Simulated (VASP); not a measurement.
Wanted: the native input for a VASP 6.6.1 run.

| Quantity | Value |
| --- | --- |
| Task | single point |
| Functional | LDA |
| Potentials or basis | VASP PAW LDA potentials, release 64 (Zn, S) |
| Cutoff | 520 eV |
| k mesh | 12 × 12 × 12 |
| Occupations | gaussian, width 0.02 eV |
| Spin | no spin polarisation |
| Dipole correction | no |
| Further INCAR settings | ALGO = Normal; EDIFF = 1e-07; NBANDS = 16 |

The structure of ZnS lies in POSCAR:

```
ZnS
1.0
    0.0000000000      2.6483838137      2.6483838137
    2.6483838137      0.0000000000      2.6483838137
    2.6483838137      2.6483838137      0.0000000000
Zn S
1 1
Direct
    0.0000000000      0.0000000000      0.0000000000
    0.7500000000      0.7500000000      0.7500000000
```

The input as run:

INCAR

```
  ALGO = Normal
  EDIFF = 1E-7
  ENCUT = 520
  GGA = CA
  ISIF = 2
  ISMEAR = 0
  LASPH = True
  LCHARG = False
  LREAL = False
  LWAVE = False
  NBANDS = 16
  NELM = 100
  PREC = Accurate
  SIGMA = 0.02
```

KPOINTS

```
k-points
0
Gamma
  12 12 12
```

Potentials or basis: VASP PAW LDA potentials, release 64 (Zn, S).

Launch:

```sh
$ cat potpaw_LDA.64/Zn/POTCAR potpaw_LDA.64/S/POTCAR > POTCAR
$ mpirun -np 1 vasp_std > vasp.out
```

It gave:

```json
{
 "Pressure": "0.3 GPa",
 "Band gap on the k mesh": "2.16 eV"
}
```

Wall time 38 s on 1 thread of Intel(R) Xeon(R) Platinum 8488C (Sapphire Rapids) (shared host), peak memory 0.16 GiB.
